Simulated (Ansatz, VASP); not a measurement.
## One calculation of CsCdCl3, two programs

```
Cs Cd Cl
1.0
     5.20000    0.00000    0.00000
     0.00000    5.20000    0.00000
     0.00000    0.00000    5.20000
Cs Cd Cl
1 1 3
Direct
  0.00000 0.00000 0.00000
  0.50000 0.50000 0.50000
  0.98077 0.50000 0.50000
  0.48077 0.00000 0.50000
  0.48077 0.50000 0.00000
```

Change from the starting cell: all Cl atoms moved -0.100 Å, as atom 3 along Cartesian [1 0 0].

Alike in both runs: task single point; functional LDA; k mesh 6 × 6 × 6; occupations gaussian, width 0.05 eV; no spin polarisation.

|  | VASP | Ansatz |
| --- | --- | --- |
| version | VASP 6.6.1 | Ansatz 0.2.0 |
| potentials or method | VASP PAW LDA potentials, release 64 (Cs_sv, Cd, Cl), cutoff 520 eV | scalar-relativistic, plane waves, PAW |
| valence electrons in the cell | 42 | 50 |

```tsv
	VASP	Ansatz	Ansatz less VASP
gap on the k mesh at the Fermi level (eV)	1.56	1.53	-0.027
least direct gap on the mesh (eV)	2.13	2.11	-0.021
pressure (GPa)	-1.5	-1.8	-0.22
traceless stress, the component that is largest in VASP (GPa)	0.30	0.28	-0.013
rms of the force components (eV/Å)	0.136	0.125	-0.0104
```

LDA's correlation is that of Perdew and Zunger in VASP and of Perdew and Wang (1992) in Ansatz. Atom by atom the forces differ by 0.010 eV/Å (rms over components). VASP's potentials hold 42 valence electrons a cell and Ansatz's 50, so a difference there can come from the potentials and not from the codes.

Spin-orbit coupling is off throughout.
